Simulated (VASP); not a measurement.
Here is a VASP 6.6.1 calculation.

INCAR

```
SYSTEM = RbBr
  PREC = Accurate
  ENCUT = 520
  EDIFF = 1E-7
  ISMEAR = 0
  SIGMA = 0.01
  LREAL = .FALSE.
  LASPH = .TRUE.
  NELM = 100
  ALGO = Normal
  ISIF = 2
  LWAVE = .FALSE.
  LCHARG = .TRUE.
  GGA = PS
  LELF = .TRUE.
  LVHAR = .TRUE.
  NBANDS = 15
```

File KPOINTS:

```
regular mesh
0
G
  6 6 6
  0 0 0
```

The input POSCAR:

```
RbBr
1.0
    4.0035468074      0.0000000000      0.0000000000
    0.0000000000      4.0035468074      0.0000000000
    0.0000000000      0.0000000000      4.0035468074
Rb Br
1 1
Direct
    0.0000000000      0.0000000000      0.0000000000
    0.5000000000      0.5000000000      0.5000000000
```

Potentials or basis: VASP PAW PBE potentials, release 64 (Rb_sv, Br).

Run with:

```bash
$ cat potpaw_PBE.64/Rb_sv/POTCAR potpaw_PBE.64/Br/POTCAR > POTCAR
$ mpirun -np 1 vasp_std > vasp.out
```

(1) Predict the band gap on the k mesh.

(2) What does it give for the pressure?

## Answers

(1) 4.22 eV (least direct gap 4.38 eV).

(2) 1.1 GPa.

Caveat: the PAW data sets were made with another functional, which shifts forces and pressure a little.
